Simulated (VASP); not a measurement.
# CoO (Fm-3m) in VASP: a series of runs

The runs below take CoO through single point, with PBEsol-based screened hybrid with 25 % exact exchange, PBEsol-based global hybrid with 25 % exact exchange, PBE.

Everything below comes from runs of VASP 6.6.1. Logs are shortened: lines on timing, memory, paths and dates and some standing lists are left out, and cuts for length are marked.

**1. The cell of the first run**

Symmetry: Fm-3m, No. 225, cubic system. Conventional cell: a = 4.159 Å, b = 4.159 Å, c = 4.159 Å, α = 90.00°, β = 90.00°, γ = 90.00°. Within 2.8 Å of Co (site symmetry m-3m) lie 6 O at 2.08 Å. Within 2.8 Å of O (site symmetry m-3m) lie 6 Co at 2.08 Å.

**2. Single point, PBEsol-based screened hybrid with 25 % exact exchange, collinear spin, ferromagnetic start**

Contents of POSCAR:

```
CoO
1.0
    0.0000000000      2.0793408225      2.0793408225
    2.0793408225      0.0000000000      2.0793408225
    2.0793408225      2.0793408225      0.0000000000
Co O
1 1
Direct
    0.0000000000      0.0000000000      0.0000000000
    0.5000000000      0.5000000000      0.5000000000
```

Contents of INCAR.step1:

```
ALGO = Normal
EDIFF = 1E-5
ENCUT = 520
GGA = PE
ISIF = 2
ISMEAR = -1
ISPIN = 2
LASPH = T
LCHARG = F
LMAXMIX = 4
LORBIT = 11
LREAL = F
LWAVE = T
MAGMOM = 2 0
NBANDS = 18
NELM = 150
PREC = Accurate
SIGMA = 0.05
```

Contents of INCAR.step2:

```
AEXX = 0.25
ALGO = Normal
EDIFF = 1E-6
ENCUT = 520
GGA = PS
HFSCREEN = 0.207
ISIF = 2
ISMEAR = -1
ISPIN = 2
ISTART = 1
LASPH = T
LCHARG = F
LHFCALC = T
LMAXMIX = 4
LORBIT = 11
LREAL = F
LWAVE = F
MAGMOM = 2 0
NBANDS = 18
NELM = 150
PREC = Accurate
PRECFOCK = Normal
SIGMA = 0.05
```

Contents of KPOINTS:

```
k-points
0
Gamma
  6 6 6
```

Potentials or basis: VASP PAW PBE potentials, release 64 (Co, O).

On the command line:

```console
$ cat potpaw_PBE.64/Co/POTCAR potpaw_PBE.64/O/POTCAR > POTCAR
$ cp INCAR.step1 INCAR
$ mpirun -np 1 vasp_std > vasp.out
$ cp INCAR.step2 INCAR
$ mpirun -np 1 vasp_std > vasp.out
```

OUTCAR:

```text
AEXX = 0.25
   EDIFF = 1E-6
   ENCUT = 520
   GGA = PS
   HFSCREEN = 0.207
   ISIF = 2
   ISMEAR = -1
   ISPIN = 2
   ISTART = 1
   LASPH = T
   LHFCALC = T
   LORBIT = 11
   LREAL = F
   NELM = 150
   PREC = Accurate
   PRECFOCK = Normal

 ion  position               nearest neighbor table
   1  0.000  0.000  0.000-   2 2.08   2 2.08   2 2.08   2 2.08   2 2.08   2 2.08
   2  0.500  0.500  0.500-   1 2.08   1 2.08   1 2.08   1 2.08   1 2.08   1 2.08

  LATTYP: Found a face centered cubic cell.
 ALAT       =     4.1586816450

  Lattice vectors:

 A1 = (   0.0000000000,   2.0793408225,   2.0793408225)
 A2 = (   2.0793408225,   0.0000000000,   2.0793408225)
 A3 = (   2.0793408225,   2.0793408225,   0.0000000000)

Analysis of symmetry for initial positions (statically):
=====================================================================
 Subroutine PRICEL returns:
 Original cell was already a primitive cell.

 Routine SETGRP: Setting up the symmetry group for a
 face centered cubic supercell.

 Subroutine GETGRP returns: Found 48 space group operations
 (whereof 48 operations were pure point group operations)
 out of a pool of 48 trial point group operations.

The static configuration has the point symmetry O_h .

Analysis of symmetry for dynamics (positions and initial velocities):
=====================================================================
 Subroutine PRICEL returns:
 Original cell was already a primitive cell.

 Routine SETGRP: Setting up the symmetry group for a
 face centered cubic supercell.

 Subroutine GETGRP returns: Found 48 space group operations
 (whereof 48 operations were pure point group operations)
 out of a pool of 48 trial point group operations.

The dynamic configuration has the point symmetry O_h .

Analysis of structural, dynamic, and magnetic symmetry:
=====================================================================
 Subroutine PRICEL returns:
 Original cell was already a primitive cell.

 Routine SETGRP: Setting up the symmetry group for a
 face centered cubic supercell.

 Subroutine GETGRP returns: Found 48 space group operations
 (whereof 48 operations were pure point group operations)
 out of a pool of 48 trial point group operations.

The overall configuration has the point symmetry O_h .

 Subroutine INISYM returns: Found 48 space group operations
 (whereof 48 operations are pure point group operations),
 and found     1 'primitive' translations

----------------------------------------------------------------------------------------
[... 117 lines left out ...]
   HFSCREEN=    0.2070 screening length (either q_TF or 0.3 A-1)
   HFSCREENC=   0.2070 screening length for correlation (either q_TF or 0.3 A-1)
   ENCUTFOCK=  -1.0 apply spherical cutoff to Coloumb kernel
   IVDW    =     0    specifies the selected vdW correction
   LEPSILON=     F    determine dielectric tensor
   LRPA    =     F    only Hartree local field effects (RPA)
 spin polarized calculation
  energy-cutoff  :      520.00
  volume of cell :       17.98
 maximum number of plane-waves:       531
 NGX is ok and might be reduce to    24
  NGX = 18; NGY = 18; NGZ = 18

 number of electron      14.9999999 magnetization       2.9949911

 Free energy of the ion-electron system (eV)
  ---------------------------------------------------
  ext. energy  EPLUGINS =         0.00000000
  ---------------------------------------------------
  free energy    TOTEN  =       -18.74956979 eV

  energy without entropy =      -18.73776889  energy(sigma->0) =      -18.74366934

 E-fermi :   8.3283     XC(G=0): -10.6257

 val. band max:        8.3194333789   @ k =  -0.3333   0.5000   0.1667
 cond. band min:       8.3689949696   @ k =   0.5000   0.3333   0.1667
 fundamental gap:      0.0495615906
 Fermi energy:         8.3282792095

 spin component 1

 k-point     1 :       0.0000    0.0000    0.0000
  band No.  band energies     occupation
      1     -14.6383      1.00000
      2       2.4725      1.00000
      3       2.4726      1.00000
      4       2.8495      1.00000
      5       2.8495      1.00000
      6       2.8495      1.00000
[... 312 lines left out ...]
      4       0.9531      1.00000
      5       3.3913      1.00000
      6       3.7485      1.00000
[... 10 lines left out ...]
     17      41.9036      0.00000
     18      42.2268      0.00000
 Fermi energy:         8.3282792095

 spin component 2

 k-point     1 :       0.0000    0.0000    0.0000
  band No.  band energies     occupation
      1     -13.9855      1.00000
      2       5.2264      1.00000
      3       5.2264      1.00000
      4       5.2264      1.00000
      5       6.5223      1.00000
      6       6.5224      1.00000
[... 313 lines left out ...]
      5       6.8675      1.00000
      6       8.3194      0.54411
[... 10 lines left out ...]
     17      42.2676      0.00000
     18      42.9486      0.00000

------------------------ aborting loop because EDIFF is reached ----------------------------------------

  FORCE on cell =-STRESS in cart. coord.  units (eV):
  Direction    XX          YY          ZZ          XY          YZ          ZX
  --------------------------------------------------------------------------------------
  -------------------------------------------------------------------------------------
  Total        0.0266720      0.0266720      0.0266720     -0.0000000      0.0000000      0.0000000
  in kB        2.3766163      2.3766163      2.3766163     -0.0000000      0.0000000      0.0000000
  external PRESSURE =       2.3766163 kB  Pullay stress =       0.0000000 kB

 VOLUME and BASIS-vectors are now :
 -----------------------------------------------------------------------------
  energy-cutoff  :      520.00
  volume of cell :       17.98
      direct lattice vectors                 reciprocal lattice vectors
     0.000000000  2.079340822  2.079340822    -0.240460820  0.240460820  0.240460820
     2.079340822  0.000000000  2.079340822     0.240460820 -0.240460820  0.240460820
     2.079340822  2.079340822  0.000000000     0.240460820  0.240460820 -0.240460820

 POSITION                                       TOTAL-FORCE (eV/Angst)
 -----------------------------------------------------------------------------------
      0.00000      0.00000      0.00000        -0.000000      0.000000     -0.000000
      2.07934      2.07934      2.07934         0.000000     -0.000000      0.000000
 -----------------------------------------------------------------------------------
    total drift:                               -0.000054     -0.000040     -0.000031

  FREE ENERGIE OF THE ION-ELECTRON SYSTEM (eV)
  ---------------------------------------------------
  free  energy   TOTEN  =       -18.7495697950 eV

  energy  without entropy=      -18.7377688883  energy(sigma->0) =      -18.74366934

 total charge

# of ion       s       p       d       tot
------------------------------------------
    1        0.312   0.422   7.144   7.878
    2        1.549   3.510   0.000   5.059
--------------------------------------------------
tot          1.861   3.933   7.144  12.938

 magnetization (x)

# of ion       s       p       d       tot
------------------------------------------
    1        0.013   0.011   2.677   2.701
    2        0.030   0.251   0.000   0.281
--------------------------------------------------
tot          0.043   0.262   2.677   2.982
```

It took 45 min on 1 thread of AMD EPYC 7R13 (Zen 3), shared host; peak memory 0.24 GiB.

Results:

| Property | Result |
| --- | --- |
| Free energy | -18.7496 eV |
| Pressure | 0.2 GPa |
| Band gap on the k mesh | zero (filled and empty bands overlap) |
| Net moment | 2.99 μB per cell |
| Site moments | Co +2.70; O +0.28 μB |
| Valence electrons inside the program's atomic spheres | Co 7.88; O 5.06 |

Levels at points of the mesh, in eV from the Fermi level:
Spin up:
| k point | band 7 | band 8 | band 9 | band 10 | band 11 | band 12 |
| --- | --- | --- | --- | --- | --- | --- |
| (0.00, 0.00, 0.00) | -4.03 | -4.03 | -4.03 | 2.44 | 18.26 | 19.88 |
| (0.50, 0.00, 0.00) | -3.78 | -1.05 | -1.05 | 6.23 | 11.71 | 15.20 |
| (0.50, 0.50, 0.00) | -4.75 | -4.40 | -4.40 | 7.56 | 11.87 | 12.79 |
Spin down:
| k point | band 4 | band 5 | band 6 | band 7 | band 8 | band 9 |
| --- | --- | --- | --- | --- | --- | --- |
| (0.00, 0.00, 0.00) | -3.10 | -1.81 | -1.81 | -1.81 | 2.21 | 2.21 |
| (0.50, 0.00, 0.00) | -5.46 | -0.36 | -0.36 | 0.45 | 5.43 | 5.43 |
| (0.50, 0.50, 0.00) | -4.66 | -3.20 | 0.37 | 0.37 | 2.91 | 3.63 |

Caveat: the k points lie up to 0.44 Å⁻¹ apart, too coarse for converged energies and pressures of a metal; the PAW data sets were made with another functional, which shifts forces and pressure a little; a cell with one magnetic atom can't hold antiferromagnetic order, which such compounds often take.

**3. Single point, PBEsol-based global hybrid with 25 % exact exchange, collinear spin, ferromagnetic start**

Contents of POSCAR:

```
CoO
1.0
    0.0000000000      2.0780429322      2.0780429322
    2.0780429322      0.0000000000      2.0780429322
    2.0780429322      2.0780429322      0.0000000000
Co O
1 1
Direct
    0.0000000000      0.0000000000      0.0000000000
    0.5000000000      0.5000000000      0.5000000000
```

Contents of INCAR.step1:

```
SYSTEM = CoO
PREC     = Accurate       ! precision mode
ENCUT    = 520            ! plane-wave cutoff, eV
EDIFF    = 1E-5           ! SCF threshold, eV
ISMEAR   = -1             ! smearing method
SIGMA    = 0.05           ! smearing width, eV
LREAL    = .FALSE.        ! projectors in reciprocal space
LASPH    = .TRUE.         ! aspherical terms in the spheres
NELM     = 150            ! most SCF steps
ALGO     = Normal         ! electronic algorithm
ISIF     = 2              ! what is computed and relaxed
LWAVE    = .TRUE.         ! write WAVECAR
LCHARG   = .FALSE.        ! write CHGCAR
ISPIN    = 2              ! spin polarisation
MAGMOM   = 2 0            ! initial moments
LORBIT   = 11             ! projections on sites
LMAXMIX  = 4              ! l up to which the mixer works
NBANDS   = 18             ! bands
GGA      = PE             ! functional
```

Contents of INCAR.step2:

```
SYSTEM = CoO
PREC     = Accurate       ! precision mode
ENCUT    = 520            ! plane-wave cutoff, eV
EDIFF    = 1E-6           ! SCF threshold, eV
ISMEAR   = -1             ! smearing method
SIGMA    = 0.05           ! smearing width, eV
LREAL    = .FALSE.        ! projectors in reciprocal space
LASPH    = .TRUE.         ! aspherical terms in the spheres
NELM     = 150            ! most SCF steps
ALGO     = Normal         ! electronic algorithm
ISIF     = 2              ! what is computed and relaxed
LWAVE    = .FALSE.        ! write WAVECAR
LCHARG   = .FALSE.        ! write CHGCAR
ISPIN    = 2              ! spin polarisation
MAGMOM   = 2 0            ! initial moments
LORBIT   = 11             ! projections on sites
LMAXMIX  = 4              ! l up to which the mixer works
GGA      = PS             ! functional
LHFCALC  = .TRUE.         ! exact exchange
AEXX     = 0.25           ! exact-exchange fraction
PRECFOCK = Normal       
NBANDS   = 18             ! bands
ISTART   = 1
```

Contents of KPOINTS:

```
Automatic mesh
0
G
  6 6 6
  0 0 0
```

Potentials or basis: VASP PAW PBE potentials, release 64 (Co, O).

On the command line:

```console
$ cat potpaw_PBE.64/Co/POTCAR potpaw_PBE.64/O/POTCAR > POTCAR
$ cp INCAR.step1 INCAR
$ mpirun -np 1 vasp_std > vasp.out
$ cp INCAR.step2 INCAR
$ mpirun -np 1 vasp_std > vasp.out
```

Run time: 67 min. Hardware: 1 thread of Intel Xeon Platinum 8259CL at 2.50GHz (Skylake/Cascade Lake), shared host; peak memory 0.17 GiB.

It converged, with:

```
Free energy                                           : -20.1496 eV
Pressure                                              : 0.0 GPa
Band gap on the k mesh                                : zero (filled and empty bands overlap)
Net moment                                            : 3.00 μB per cell
Site moments                                          : Co +2.70; O +0.28 μB
Valence electrons inside the program's atomic spheres : Co 7.88; O 5.06
```

Levels at points of the mesh, in eV from the Fermi level:
Spin up:
| k point | band 6 | band 7 | band 8 | band 9 | band 10 | band 11 | band 12 | band 13 |
| --- | --- | --- | --- | --- | --- | --- | --- | --- |
| (0.00, 0.00, 0.00) | -5.79 | -4.31 | -4.31 | -4.31 | 2.94 | 18.75 | 20.41 | 20.41 |
| (0.50, 0.00, 0.00) | -5.02 | -4.08 | -1.33 | -1.33 | 6.72 | 12.26 | 15.72 | 15.72 |
| (0.50, 0.50, 0.00) | -5.78 | -5.05 | -4.70 | -4.70 | 8.09 | 12.40 | 13.30 | 18.89 |
Spin down:
| k point | band 4 | band 5 | band 6 | band 7 | band 8 | band 9 |
| --- | --- | --- | --- | --- | --- | --- |
| (0.00, 0.00, 0.00) | -3.37 | -2.12 | -2.12 | -2.12 | 2.72 | 2.72 |
| (0.50, 0.00, 0.00) | -5.76 | -0.64 | -0.64 | 0.93 | 5.98 | 5.98 |
| (0.50, 0.50, 0.00) | -4.94 | -3.51 | 0.88 | 0.88 | 3.43 | 4.17 |

Caveat: the k points lie up to 0.44 Å⁻¹ apart, too coarse for converged energies and pressures of a metal; the PAW data sets were made with another functional, which shifts forces and pressure a little; a cell with one magnetic atom can't hold antiferromagnetic order, which such compounds often take.

**4. Single point, PBE, collinear spin, ferromagnetic start**

This run uses another cell than the first one, of 9.68 Å³/atom.

Contents of INCAR:

```
ALGO     = Normal         # electronic algorithm
EDIFF    = 1E-6           # SCF threshold, eV
ENCUT    = 700            # plane-wave cutoff, eV
GGA      = PE             # functional
GGA_COMPAT= False        
ISIF     = 2              # what is computed and relaxed
ISMEAR   = -1             # smearing method
ISPIN    = 2              # spin polarisation
LASPH    = True           # aspherical terms in the spheres
LCHARG   = True           # write CHGCAR
LELF     = True           # ELF
LMAXMIX  = 4              # l up to which the mixer works
LORBIT   = 11             # projections on sites
LREAL    = False          # projectors in reciprocal space
LVHAR    = True         
LWAVE    = False          # write WAVECAR
MAGMOM   = 2 0            # initial moments
NBANDS   = 22             # bands
NELM     = 200            # most SCF steps
NUPDOWN  = 2.0            # fixed moment
PREC     = Accurate       # precision mode
SIGMA    = 0.05           # smearing width, eV
```

Contents of KPOINTS:

```
k-points
0
Gamma
  9 9 9
```

Contents of POSCAR:

```
CoO
1.0
    0.0000000000      2.1315000000      2.1315000000
    2.1315000000      0.0000000000      2.1315000000
    2.1315000000      2.1315000000      0.0000000000
Co O
1 1
Direct
    0.0000000000      0.0000000000      0.0000000000
    0.5000000000      0.5000000000      0.5000000000
```

Potentials or basis: VASP PAW PBE potentials, release 64 (Co_sv, O).

On the command line:

```console
$ cat potpaw_PBE.64/Co_sv/POTCAR potpaw_PBE.64/O/POTCAR > POTCAR
$ mpirun -np 1 vasp_std > vasp.out
```

It took 53 s on 1 thread of Intel Xeon Platinum 8259CL at 2.50GHz (Skylake/Cascade Lake), shared host; peak memory 0.19 GiB.

The run converged. Its results:

- Free energy: -13.0443 eV
- Pressure: -10.5 GPa
- Net moment: 2.00 μB per cell
- Site moments: Co +1.85; O +0.07 μB
- Valence electrons inside the program's atomic spheres: Co 14.92; O 4.95

Caveat: the cell stands under tension; the total moment is fixed, so each spin has its own Fermi level and the state may be an excited one; a cell with one magnetic atom can't hold antiferromagnetic order, which such compounds often take.

**5. Single point, PBE, collinear spin, ferromagnetic start**

This run uses another cell than the first one, of 9.68 Å³/atom.

Contents of INCAR:

```
SYSTEM = CoO
PREC = Accurate
ENCUT = 700
EDIFF = 1E-6
ISMEAR = -1
SIGMA = 0.05
LREAL = .False.
LASPH = .True.
NELM = 200
ALGO = Normal
ISIF = 2
LWAVE = .False.
LCHARG = .False.
ISPIN = 2
MAGMOM = 1.5 0
LORBIT = 11
NUPDOWN = 1.5
LMAXMIX = 4
GGA = PE
NBANDS = 22
GGA_COMPAT = .False.
```

Contents of KPOINTS:

```
regular mesh
0
Gamma
  9 9 9
  0 0 0
```

POSCAR is that of step 4.

On the command line:

```console
$ cat potpaw_PBE.64/Co_sv/POTCAR potpaw_PBE.64/O/POTCAR > POTCAR
$ mpirun -np 1 vasp_std > vasp.out
```

Run time: 34 s. Hardware: 1 thread of Intel Xeon Platinum 8488C (Sapphire Rapids), shared host; peak memory 0.19 GiB.

Results (log left out):

```
Free energy                                           : -12.9355 eV
Pressure                                              : -13.5 GPa
Net moment                                            : 1.50 μB per cell
Site moments                                          : Co +1.43; O +0.00 μB
Valence electrons inside the program's atomic spheres : Co 14.95; O 4.94
```

Caveat: the cell stands under tension; the total moment is fixed, so each spin has its own Fermi level and the state may be an excited one; a cell with one magnetic atom can't hold antiferromagnetic order, which such compounds often take.

**6. The runs side by side**

```tsv
level	potentials or basis	fixed moment (μB)	cell	k mesh	cutoff (eV)	grid for exact exchange (PRECFOCK)	share of exact exchange	screening parameter	gap on the mesh (eV)	pressure (GPa)	moment (μB)
PBEsol-based screened hybrid with 25 % exact exchange	VASP PAW PBE potentials, release 64 (Co, O)	-	a = 2.941 Å, angles 60.0°, 2 atoms	6 × 6 × 6	520	Normal	0.25	0.207 1/Å	none	0.2	2.99
PBEsol-based global hybrid with 25 % exact exchange	VASP PAW PBE potentials, release 64 (Co, O)	-	a = 2.939 Å, angles 60.0°, 2 atoms	6 × 6 × 6	520	Normal	0.25	-	none	0.0	3.00
PBE	VASP PAW PBE potentials, release 64 (Co_sv, O)	2.0	a = 3.014 Å, angles 60.0°, 2 atoms	9 × 9 × 9	700	-	-	-	-	-10.5	2.00
PBE	VASP PAW PBE potentials, release 64 (Co_sv, O)	1.5	a = 3.014 Å, angles 60.0°, 2 atoms	9 × 9 × 9	700	-	-	-	-	-13.5	1.50
```

Alike in all rows: task single point; spin collinear, ferromagnetic start; smearing fermi-dirac 0.05 eV.

Caveats: some runs use coarse meshes; a cell with one magnetic atom can't hold antiferromagnetic order, which such compounds often take; the PAW data sets were made with another functional, which shifts forces and pressure a little (at least some runs); the cell stands under tension (at least some runs); the total moment is fixed, so each spin has its own Fermi level and the state may be an excited one (at least some runs).

Absolute energies hang on the potentials; compare differences alone.

The gap in the log of VASP goes by the Fermi energy; the results here count the filled bands.